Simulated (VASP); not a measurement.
# Zn (P1) in VASP: single point with PBE

Aim: the single point of Zn with PBE.

All numbers are computed with VASP 6.6.1; they aren't measurements. Logs are shortened: lines on timing, memory, paths and dates and some standing lists are left out, and cuts for length are marked.

## Step 1: The cell of the first run

The typed cell holds 3 atoms: a = 2.769 Å, b = 2.710 Å, c = 7.766 Å, α = 102.70°, β = 99.46°, γ = 61.18°.

## Step 2: Single point, PBE (atoms moved at random and the cell strained at random)

The input, INCAR:

```
SYSTEM = Zn
PREC = Accurate
ENCUT = 520
EDIFF = 1E-6
ISMEAR = 0
SIGMA = 0.1
LREAL = .FALSE.
LASPH = .TRUE.
NELM = 100
ALGO = Normal
ISIF = 2
LWAVE = .FALSE.
LCHARG = .FALSE.
GGA = PE
NBANDS = 25
```

The input, KPOINTS:

```
Automatic mesh
0
G
  16 16 6
  0 0 0
```

The input, POSCAR:

```
Zn
1.0
    2.3748142347     -1.4228992518      0.0270745365
    2.3410291001      1.3643350979     -0.0514346841
   -1.6939039581     -0.1984631852      7.5761506496
Zn
3
Direct
   -0.0074873546      0.0152564707      0.0078981885
    0.2413880910      0.2183309267      0.6641156451
    0.7660965786      0.7664099176      0.3279847966
```

Potentials or basis: VASP PAW PBE potentials, release 64 (Zn).

Started as:

```bash
> cat potpaw_PBE.64/Zn/POTCAR > POTCAR
> mpirun -np 1 vasp_std > vasp.out
```

OUTCAR:

```text
SYSTEM = Zn
   PREC = Accurate
   ENCUT = 520
   EDIFF = 1E-6
   ISMEAR = 0
   LREAL = .FALSE.
   LASPH = .TRUE.
   NELM = 100
   ISIF = 2
   GGA = PE

 ion  position               nearest neighbor table
   1  0.993  0.015  0.008-   3 2.79   3 2.95   3 2.97   2 2.98
   2  0.241  0.218  0.664-   3 2.92   1 2.98   3 3.01
   3  0.766  0.766  0.328-   1 2.79   2 2.92   1 2.95   1 2.97   2 3.01

  LATTYP: Found a triclinic cell.
 ALAT       =     2.7100688245
 B/A-ratio  =     1.0215958054
 C/A-ratio  =     2.8198356239
 COS(alpha) =     0.0038573592
 COS(beta)  =     0.1312660665
 COS(gamma) =     0.4820425611

  Lattice vectors:

 A1 = (  -2.3410291001,  -1.3643350979,   0.0514346841)
 A2 = (  -2.3748142347,   1.4228992518,  -0.0270745365)
 A3 = (  -0.6471251420,  -1.1658719127,  -7.5247159655)

Analysis of symmetry for initial positions (statically):
=====================================================================
 Subroutine PRICEL returns:
 Original cell was already a primitive cell.

 Routine SETGRP: Setting up the symmetry group for a
 triclinic supercell.

 Subroutine GETGRP returns: Found  1 space group operations
 (whereof  1 operations were pure point group operations)
 out of a pool of  2 trial point group operations.

The static configuration has the point symmetry C_1 .

Analysis of symmetry for dynamics (positions and initial velocities):
=====================================================================
 Subroutine PRICEL returns:
 Original cell was already a primitive cell.

 Routine SETGRP: Setting up the symmetry group for a
 triclinic supercell.

 Subroutine GETGRP returns: Found  1 space group operations
 (whereof  1 operations were pure point group operations)
 out of a pool of  2 trial point group operations.

The dynamic configuration has the point symmetry C_1 .

 Subroutine INISYM returns: Found  1 space group operations
 (whereof  1 operations are pure point group operations),
 and found     1 'primitive' translations

----------------------------------------------------------------------------------------

                                     Primitive cell

  volume of cell :      49.6854

  direct lattice vectors                    reciprocal lattice vectors
     2.374814235 -1.422899252  0.027074536     0.207831876 -0.355212598  0.037162753
     2.341029100  1.364335098 -0.051434684     0.216859193  0.363040827  0.057996323
    -1.693903958 -0.198463185  7.576150650     0.000729544  0.003734100  0.132254083

  length of vectors
     2.768594943  2.710068825  7.765742522     0.413220459  0.426837352  0.132308799

  position of ions in fractional coordinates (direct lattice)
     0.992512645  0.015256471  0.007898189
     0.241388091  0.218330927  0.664115645
     0.766096579  0.766409918  0.327984797

  ion indices of the primitive-cell ions
   primitive index   ion index
                 1           1
                 2           2
                 3           3

----------------------------------------------------------------------------------------

 KPOINTS: Automatic mesh

Automatic generation of k-mesh.
 Grid dimensions read from file:
 generate k-points for:   16   16    6

 Generating k-lattice:

  Cartesian coordinates                     Fractional coordinates (reciprocal lattice)
     0.012989492 -0.022200787  0.002322672     0.062500000  0.000000000  0.000000000
     0.013553700  0.022690052  0.003624770     0.000000000  0.062500000  0.000000000
     0.000121591  0.000622350  0.022042347     0.000000000  0.000000000  0.166666667

  Length of vectors
     0.025826279  0.026677334  0.022051466

  Shift w.r.t. Gamma in fractional coordinates (k-lattice)
     0.000000000  0.000000000  0.000000000

 Subroutine IBZKPT returns following result:
 ===========================================

 Found    772 irreducible k-points:

 Following reciprocal coordinates:
            Coordinates               Weight
  0.000000  0.000000  0.000000      1.000000
  0.062500 -0.000000 -0.000000      2.000000
  0.125000 -0.000000 -0.000000      2.000000
  0.187500 -0.000000  0.000000      2.000000
  0.250000 -0.000000 -0.000000      2.000000
  0.312500 -0.000000 -0.000000      2.000000
[... 16 lines left out ...]
 -0.187500  0.062500 -0.000000      2.000000
 -0.125000  0.062500 -0.000000      2.000000
 [... further k-points ...]
   k-points           NKPTS =    772   k-points in BZ     NKDIM =    772   number of bands    NBANDS=     25
   number of dos      NEDOS =    301   number of ions     NIONS =      3
   total plane-waves  NPLWV =  28800
   dimension x,y,z NGX =    24 NGY =   20 NGZ =   60
   dimension x,y,z NGXF=    48 NGYF=   40 NGZF=  120
   ions per type =               3
   NGX,Y,Z   is equivalent  to a cutoff of  14.41, 12.27, 12.84 a.u.
   NGXF,Y,Z  is equivalent  to a cutoff of  28.82, 24.54, 25.69 a.u.
 SYSTEM =  Zn
   PREC   = accura    normal or accurate (medium, high low for compatibility)
   ISTART =      0    job   : 0-new  1-cont  2-samecut
   ICHARG =      2    charge: 1-file 2-atom 10-const
   ISPIN  =      1    spin polarized calculation?
   LNONCOLLINEAR =      F non collinear calculations
   LSORBIT =      F    spin-orbit coupling
   LASPH  =      T    aspherical Exc in radial PAW
   ENCUT  =  520.0 eV  38.22 Ry    6.18 a.u.   5.15  5.04 14.44*2*pi/ulx,y,z
   NELM   =    100;   NELMIN=  2; NELMDL= -5     # of ELM steps
   EDIFF  = 0.1E-05   stopping-criterion for ELM
   LREAL  =      F    real-space projection
   EDIFFG = 0.1E-04   stopping-criterion for IOM
   NSW    =      0    number of steps for IOM
   IBRION =     -1    ionic relax: 0-MD 1-quasi-New 2-CG
   NFREE  =      0    steps in history (QN), initial steepest desc. (CG)
   ISIF   =      2    stress and relaxation
   ISYM   =      2    0-nonsym 1-usesym 2-fastsym
   POTIM  = 0.5000    time-step for ionic-motion
   TEBEG  =    0.0;   TEEND  =   0.0 temperature during run
   PSTRESS=    0.0 pullay stress
   NELECT =      36.0000    total number of electrons
   NUPDOWN=      -1.0000    fix difference up-down
   EMIN   =  10.00;   EMAX   =-10.00  energy-range for DOS
   EFERMI =   0.00;   METHOD = LEGACY
   ISMEAR =     0;   SIGMA  =   0.10  broadening in eV -4-tet -1-fermi 0-gaus
   EFERMI_NEDOS =   21; number of points for ismear=-14 and -15
   IALGO  =     38    algorithm
   IMIX   =      4    mixing-type and parameters
     AMIX     =   0.40;   BMIX     =  1.00
     AMIX_MAG =   1.60;   BMIX_MAG =  1.00
  volume/ion in A,a.u.               =      16.56       111.76
  Fermi-wavevector in a.u.,A,eV,Ry     =   1.470391  2.778636 29.416476  2.162050
  Thomas-Fermi vector in A             =   2.585654
   LORBIT       =      0    0 simple, 1 ext, 2 COOP (PROOUT), +10 PAW based schemes
   GGA     = PE    functional components
   LHFCALC =     F    Hartree Fock is set to
   AEXX    =    0.0000 exact exchange contribution
   IVDW    =     0    specifies the selected vdW correction
   LEPSILON=     F    determine dielectric tensor
   LRPA    =     F    only Hartree local field effects (RPA)
 non-spin polarized calculation
 Gauss-broadening in eV      SIGMA  =   0.10
  energy-cutoff  :      520.00
  volume of cell :       49.69
 maximum number of plane-waves:      1358
 NGX is ok and might be reduce to    24
   NGX = 11   NGY = 11   NGZ = 29

 number of electron      35.9999994 magnetization

 Free energy of the ion-electron system (eV)
  ---------------------------------------------------
  ext. energy  EPLUGINS =         0.00000000
  ---------------------------------------------------
  free energy    TOTEN  =        -3.22026165 eV

  energy without entropy =       -3.21615566  energy(sigma->0) =       -3.21820866

 E-fermi :   2.4951     XC(G=0): -11.1131

 val. band max:        2.4914436788   @ k =   0.2500   0.1875   0.1667
 cond. band min:       2.5054483055   @ k =   0.5000   0.3125   0.5000
 fundamental gap:      0.0140046266
 Fermi energy:         2.4950820638

 k-point     1 :       0.0000    0.0000    0.0000
  band No.  band energies     occupation
      1      -7.2267      2.00000
      2      -5.7578      2.00000
      3      -5.7430      2.00000
      4      -5.1339      2.00000
      5      -5.0151      2.00000
      6      -4.9889      2.00000
[... 17 lines left out ...]
     24      19.3350      0.00000
     25      19.3686      0.00000

 k-point     2 :       0.0625   -0.0000   -0.0000
  band No.  band energies     occupation
      1      -7.1226      2.00000
      2      -5.7080      2.00000
      3      -5.6868      2.00000
      4      -5.1265      2.00000
      5      -5.0218      2.00000
      6      -4.9978      2.00000
[... 17 lines left out ...]
     24      18.5823      0.00000
     25      18.8607      0.00000

 k-point     3 :       0.1250   -0.0000   -0.0000
  band No.  band energies     occupation
      1      -6.8161      2.00000
      2      -5.5786      2.00000
      3      -5.5432      2.00000
      4      -5.1137      2.00000
      5      -5.0366      2.00000
      6      -5.0153      2.00000
[... 17 lines left out ...]
     24      17.0494      0.00000
     25      17.3475      0.00000

 k-point     4 :       0.1875   -0.0000    0.0000
  band No.  band energies     occupation
      1      -6.3365      2.00000
      2      -5.4472      2.00000
      3      -5.3933      2.00000
      4      -5.1025      2.00000
      5      -5.0651      2.00000
      6      -5.0275      2.00000
[... 17 lines left out ...]
     24      16.1753      0.00000
     25      16.5062      0.00000
[... 477 lines left out ...]
 k-point    22 :      -0.2500    0.0625   -0.0000
  band No.  band energies     occupation
      1      -5.5799      2.00000
      2      -5.3877      2.00000
      3      -5.3317      2.00000
      4      -5.2008      2.00000
      5      -5.1156      2.00000
      6      -5.0101      2.00000
[... 17 lines left out ...]
     24      13.3072      0.00000
     25      13.5884      0.00000

 k-point    23 :      -0.1875    0.0625   -0.0000
  band No.  band energies     occupation
      1      -5.9937      2.00000
      2      -5.3754      2.00000
      3      -5.3156      2.00000
      4      -5.1127      2.00000
      5      -5.0902      2.00000
      6      -5.0409      2.00000
[... 17 lines left out ...]
     24      14.1503      0.00000
     25      14.4085      0.00000

 k-point    24 :      -0.1250    0.0625   -0.0000
  band No.  band energies     occupation
      1      -6.5194      2.00000
      2      -5.4675      2.00000
      3      -5.4216      2.00000
      4      -5.1120      2.00000
      5      -5.0503      2.00000
      6      -5.0295      2.00000
[... 17 lines left out ...]
     24      15.3941      0.00000
     25      15.7497      0.00000

 [... further k-points ...]
[... 5 lines left out ...]
  --------------------------------------------------------------------------------------
  -------------------------------------------------------------------------------------
  Total       -1.3202500     -1.8615416     -1.0261964      0.0776164      0.1959938      0.2322176
  in kB      -42.5734027    -60.0281466    -33.0912118      2.5028564      6.3201070      7.4881966
  external PRESSURE =     -45.2309204 kB  Pullay stress =       0.0000000 kB

 VOLUME and BASIS-vectors are now :
 -----------------------------------------------------------------------------
  energy-cutoff  :      520.00
  volume of cell :       49.69
      direct lattice vectors                 reciprocal lattice vectors
     2.374814235 -1.422899252  0.027074536     0.207831876 -0.355212598  0.037162753
     2.341029100  1.364335098 -0.051434684     0.216859193  0.363040827  0.057996323
    -1.693903958 -0.198463185  7.576150650     0.000729544  0.003734100  0.132254083

 POSITION                                       TOTAL-FORCE (eV/Angst)
 -----------------------------------------------------------------------------------
      2.37937     -1.39300      0.08592        -0.021480     -0.041888     -0.145552
     -0.04058     -0.17740      5.02675        -0.027248      0.044216      0.026322
      3.05795     -0.10953      2.46618         0.048728     -0.002328      0.119231
 -----------------------------------------------------------------------------------
    total drift:                               -0.000607      0.002523      0.000652

  FREE ENERGIE OF THE ION-ELECTRON SYSTEM (eV)
  ---------------------------------------------------
  free  energy   TOTEN  =        -3.2202616521 eV

  energy  without entropy=       -3.2161556598  energy(sigma->0) =       -3.21820866
```

Wall time 11 min (1 thread of Intel Xeon Platinum 8259CL at 2.50GHz (Skylake/Cascade Lake), shared host); peak memory 0.75 GiB.

What came out:

* Free energy: -3.2203 eV
* Pressure: -4.5 GPa
* Largest force: 0.153 eV/Å
* Band gap on the k mesh: zero (band 18 reaches 3.90 eV, above the bottom of band 19 at -0.39 eV)

Forces in eV/Å, atoms in the order of the input:
```
Zn  -0.021 -0.042 -0.146
Zn  -0.027  0.044  0.026
Zn   0.049 -0.002  0.119
```

Levels at points of the mesh, in eV from the Fermi level:
```csv
k point,band 14,band 15,band 16,band 17,band 18,band 19,band 20,band 21,band 22,band 23
"(0.00, 0.00, 0.00)",-6.99,-6.97,-6.94,-6.48,-6.27,1.64,1.94,13.40,15.80,16.20
"(0.50, 0.00, 0.00)",-6.80,-6.77,-2.73,-2.44,-1.29,0.38,0.48,1.05,6.65,7.61
"(0.00, 0.50, 0.00)",-6.78,-6.75,-2.41,-1.99,-1.56,-0.10,1.68,2.43,5.48,6.54
"(0.50, 0.50, 0.00)",-6.78,-6.75,-2.13,-1.90,-1.58,-0.44,2.13,3.52,4.28,6.23
"(0.00, 0.00, 0.50)",-7.05,-7.02,-6.94,-6.92,-3.11,-2.89,7.53,8.00,15.57,16.54
"(0.50, 0.00, 0.50)",-6.80,-6.77,-2.40,-2.20,-2.05,-0.98,2.11,3.03,3.92,5.39
"(0.00, 0.50, 0.50)",-6.78,-6.75,-2.36,-2.12,-1.46,0.08,1.32,2.44,5.48,7.03
"(0.50, 0.50, 0.50)",-6.78,-6.75,-2.47,-1.96,-1.00,0.62,0.93,1.66,6.79,7.93
```

Caveat: the cell differs from its parent crystal (atoms moved at random and the cell strained at random).
